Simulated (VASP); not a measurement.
# CdS (P3m1) in VASP: notebook

CdS is run at these levels: LDA; tasks: single point.

Program: VASP 6.6.1. These are calculated values, not measurements. Logs are shortened: lines on timing, memory, paths and dates and some standing lists are left out, and cuts for length are marked.

**1. The cell of the first run**

It takes space group P3m1 (No. 156, trigonal). Conventional cell: a = 4.261 Å, b = 4.261 Å, c = 5.804 Å, α = 90.00°, β = 90.00°, γ = 120.00°. Within 3.2 Å of Cd (site symmetry 3m) lie 3 S at 2.46 Å. S (site symmetry 3m) has 3 Cd at 2.46 Å within 3.2 Å.

**2. Single point, LDA**

INCAR

```
PREC = Accurate
ENCUT = 520
EDIFF = 1E-6
ISMEAR = 0
SIGMA = 0.01
LREAL = F
LASPH = T
NELM = 60
ALGO = Normal
ISIF = 2
LWAVE = F
LCHARG = F
NBANDS = 16
```

KPOINTS

```
regular mesh
0
Gamma
  6 6 4
```

POSCAR

```
CdS
1.0
    4.2611695900      0.0000000000      0.0000000000
   -2.1305847900      3.6902811100      0.0000000000
    0.0000000000      0.0000000000      5.8041729400
Cd S
1 1
Direct
    0.0000000000      0.0000000000      0.4426919200
    0.6666666700      0.3333333300      0.4343080800
```

Potentials or basis: VASP PAW LDA potentials, release 64 (Cd, S).

Started as:

```
cat potpaw_LDA.64/Cd/POTCAR potpaw_LDA.64/S/POTCAR > POTCAR
mpirun -np 1 vasp_std > vasp.out
```

OUTCAR:

```text
PREC = Accurate
   ENCUT = 520
   EDIFF = 1E-6
   ISMEAR = 0
   LREAL = F
   LASPH = T
   NELM = 60
   ISIF = 2

 ion  position               nearest neighbor table
   1  0.000  0.000  0.443-   2 2.46   2 2.46   2 2.46
   2  0.667  0.333  0.434-   1 2.46   1 2.46   1 2.46

  LATTYP: Found a hexagonal cell.
 ALAT       =     4.2611695900
 C/A-ratio  =     1.3621079418

  Lattice vectors:

 A1 = (   4.2611695900,   0.0000000000,   0.0000000000)
 A2 = (  -2.1305847900,   3.6902811100,   0.0000000000)
 A3 = (   0.0000000000,   0.0000000000,   5.8041729400)

Analysis of symmetry for initial positions (statically):
=====================================================================
 Subroutine PRICEL returns:
 Original cell was already a primitive cell.

 Routine SETGRP: Setting up the symmetry group for a
 hexagonal supercell.

 Subroutine GETGRP returns: Found  6 space group operations
 (whereof  6 operations were pure point group operations)
 out of a pool of 24 trial point group operations.

The static configuration has the point symmetry C_3v.

Analysis of symmetry for dynamics (positions and initial velocities):
=====================================================================
 Subroutine PRICEL returns:
 Original cell was already a primitive cell.

 Routine SETGRP: Setting up the symmetry group for a
 hexagonal supercell.

 Subroutine GETGRP returns: Found  6 space group operations
 (whereof  6 operations were pure point group operations)
 out of a pool of 24 trial point group operations.

The dynamic configuration has the point symmetry C_3v.

 Subroutine INISYM returns: Found  6 space group operations
 (whereof  6 operations are pure point group operations),
 and found     1 'primitive' translations

----------------------------------------------------------------------------------------

                                     Primitive cell

  volume of cell :      91.2701

  direct lattice vectors                    reciprocal lattice vectors
     4.261169590  0.000000000  0.000000000     0.234677353  0.135491033  0.000000000
    -2.130584790  3.690281110  0.000000000     0.000000000  0.270982066  0.000000000
     0.000000000  0.000000000  5.804172940     0.000000000  0.000000000  0.172289835

[... 76 lines left out ...]
   ISPIN  =      1    spin polarized calculation?
   LNONCOLLINEAR =      F non collinear calculations
   LSORBIT =      F    spin-orbit coupling
   LASPH  =      T    aspherical Exc in radial PAW
   ENCUT  =  520.0 eV  38.22 Ry    6.18 a.u.   7.92  7.92 10.79*2*pi/ulx,y,z
   NELM   =     60;   NELMIN=  2; NELMDL= -5     # of ELM steps
   EDIFF  = 0.1E-05   stopping-criterion for ELM
   LREAL  =      F    real-space projection
   EDIFFG = 0.1E-04   stopping-criterion for IOM
   NSW    =      0    number of steps for IOM
   IBRION =     -1    ionic relax: 0-MD 1-quasi-New 2-CG
   NFREE  =      0    steps in history (QN), initial steepest desc. (CG)
   ISIF   =      2    stress and relaxation
   ISYM   =      2    0-nonsym 1-usesym 2-fastsym
   POTIM  = 0.5000    time-step for ionic-motion
   TEBEG  =    0.0;   TEEND  =   0.0 temperature during run
   PSTRESS=    0.0 pullay stress
   NELECT =      18.0000    total number of electrons
   NUPDOWN=      -1.0000    fix difference up-down
   EMIN   =  10.00;   EMAX   =-10.00  energy-range for DOS
   EFERMI =   0.00;   METHOD = LEGACY
   ISMEAR =     0;   SIGMA  =   0.01  broadening in eV -4-tet -1-fermi 0-gaus
   EFERMI_NEDOS =   21; number of points for ismear=-14 and -15
   IALGO  =     38    algorithm
   IMIX   =      4    mixing-type and parameters
     AMIX     =   0.40;   BMIX     =  1.00
     AMIX_MAG =   1.60;   BMIX_MAG =  1.00
  volume/ion in A,a.u.               =      45.64       307.96
  Fermi-wavevector in a.u.,A,eV,Ry     =   0.952919  1.800756 12.354841  0.908055
  Thomas-Fermi vector in A             =   2.081527
   LORBIT       =      0    0 simple, 1 ext, 2 COOP (PROOUT), +10 PAW based schemes
   GGA     = CA    functional components
   LHFCALC =     F    Hartree Fock is set to
   AEXX    =    0.0000 exact exchange contribution
   IVDW    =     0    specifies the selected vdW correction
   LEPSILON=     F    determine dielectric tensor
   LRPA    =     F    only Hartree local field effects (RPA)
 non-spin polarized calculation
 Gauss-broadening in eV      SIGMA  =   0.01
  energy-cutoff  :      520.00
  volume of cell :       91.27
 maximum number of plane-waves:      2490
   NGX = 15   NGY = 15   NGZ = 21

 number of electron      18.0000002 magnetization

 Free energy of the ion-electron system (eV)
  ---------------------------------------------------
  ext. energy  EPLUGINS =         0.00000000
  ---------------------------------------------------
  free energy    TOTEN  =        -6.59660867 eV

  energy without entropy =       -6.59660867  energy(sigma->0) =       -6.59660867

 E-fermi :  -2.2818     XC(G=0):  -6.5384

 val. band max:       -2.3614666407   @ k =   0.3333   0.3333   0.0000
 cond. band min:      -1.0877180908   @ k =   0.0000   0.0000   0.0000
 fundamental gap:      1.2737485499
 Fermi energy:        -2.2817958600

 k-point     1 :       0.0000    0.0000    0.0000
  band No.  band energies     occupation
      1     -13.9363      2.00000
      2     -10.0486      2.00000
      3     -10.0486      2.00000
      4      -9.5160      2.00000
      5      -9.5160      2.00000
      6      -9.2978      2.00000
[... 433 lines left out ...]
      3      -9.7287      2.00000
      4      -9.6169      2.00000
      5      -9.5579      2.00000
      6      -8.9622      2.00000
[... 8 lines left out ...]
     15       6.9070      0.00000
     16       8.4389      0.00000

------------------------ aborting loop because EDIFF is reached ----------------------------------------

  FORCE on cell =-STRESS in cart. coord.  units (eV):
  Direction    XX          YY          ZZ          XY          YZ          ZX
  --------------------------------------------------------------------------------------
  -------------------------------------------------------------------------------------
  Total       -1.9060896     -1.9060896     -0.0613374     -0.0000000      0.0000000      0.0000000
  in kB      -33.4599491    -33.4599490     -1.0767321     -0.0000000      0.0000000      0.0000000
  external PRESSURE =     -22.6655434 kB  Pullay stress =       0.0000000 kB

 VOLUME and BASIS-vectors are now :
 -----------------------------------------------------------------------------
  energy-cutoff  :      520.00
  volume of cell :       91.27
      direct lattice vectors                 reciprocal lattice vectors
     4.261169590  0.000000000  0.000000000     0.234677353  0.135491033  0.000000000
    -2.130584790  3.690281110  0.000000000     0.000000000  0.270982066  0.000000000
     0.000000000  0.000000000  5.804172940     0.000000000  0.000000000  0.172289835

 POSITION                                       TOTAL-FORCE (eV/Angst)
 -----------------------------------------------------------------------------------
      0.00000      0.00000      2.56946         0.000000      0.000000     -0.023161
      2.13058      1.23009      2.52080        -0.000000      0.000000      0.023161
 -----------------------------------------------------------------------------------
    total drift:                               -0.000009      0.000006      0.000025

  FREE ENERGIE OF THE ION-ELECTRON SYSTEM (eV)
  ---------------------------------------------------
  free  energy   TOTEN  =        -6.5966086675 eV

  energy  without entropy=       -6.5966086675  energy(sigma->0) =       -6.59660867
```

stdout:

```text
POSCAR found type information on POSCAR CdS
 POSCAR found :  2 types and       2 ions
 scaLAPACK will be used
 LDA part: xc-table for (Slater(with rela. corr.)+CA(PZ))
 , standard interpolation
 POSCAR, INCAR and KPOINTS ok, starting setup
 FFT: planning ... GRIDC
 FFT: planning ... GRID_SOFT
 FFT: planning ... GRID
 WAVECAR not read
 entering main loop
```

Run time: 14 s. Hardware: 1 thread of Intel Xeon Platinum 8559C (Emerald Rapids), shared host; peak memory 0.18 GiB.

Results:

| Item | Value |
| --- | --- |
| Free energy | -6.5966 eV |
| Pressure | -2.3 GPa |
| Largest force | 0.023 eV/Å |
| Band gap on the k mesh | 1.27 eV, indirect (least direct gap 1.29 eV) |

Forces in eV/Å, atoms in the order of the input:
```
Cd   0.000  0.000 -0.023
S    0.000  0.000  0.023
```

A k mesh can miss the band edges. LDA gaps usually lie below the measured ones, often by a third to a half.

**3. Single point, LDA**

INCAR

```
ALGO = Normal ; EDIFF = 1E-6
ENCUT = 520 ; GGA = CA
ISIF = 2 ; ISMEAR = 0
LASPH = T ; LCHARG = F
LREAL = F ; LWAVE = F
NBANDS = 16 ; NELM = 100
PREC = Accurate ; SIGMA = 0.01
```

KPOINTS

```
k-points
0
Gamma
  6 6 4
```

POSCAR is that of step 2.

Potentials or basis: VASP PAW LDA potentials, release 64 (Cd, S).

Started as:

```
cat potpaw_LDA.64/Cd/POTCAR potpaw_LDA.64/S/POTCAR > POTCAR
mpirun -np 1 vasp_std > vasp.out
```

Run time: 14 s. Hardware: 1 thread of Intel Xeon Platinum 8559C (Emerald Rapids), shared host; peak memory 0.19 GiB.

It converged, with:

| Quantity | Value |
| --- | --- |
| Free energy | -6.5966 eV |
| Pressure | -2.3 GPa |
| Largest force | 0.023 eV/Å |
| Band gap on the k mesh | 1.27 eV, indirect (least direct gap 1.29 eV) |

Forces on the atoms (eV/Å):
```
Cd   0.000  0.000 -0.023
S    0.000  0.000  0.023
```

Stress tensor (GPa, compression positive):
```
-3.35  0.00  0.00
 0.00 -3.35  0.00
 0.00  0.00 -0.11
```

Levels at points of the mesh, in eV from the valence-band top:
```csv
k point,band 7,band 8,band 9,band 10,band 11,band 12
"(0.00, 0.00, 0.00)",-1.05,-0.02,-0.02,1.27,5.48,6.78
"(0.50, 0.00, 0.00)",-3.67,-1.33,-0.13,3.52,4.99,6.62
"(0.00, 0.00, 0.50)",-1.28,-0.01,-0.01,1.55,4.95,6.83
"(0.50, 0.00, 0.50)",-3.64,-1.32,-0.24,3.68,4.11,7.63
```

A k mesh can miss the band edges. LDA gaps usually lie below the measured ones, often by a third to a half.
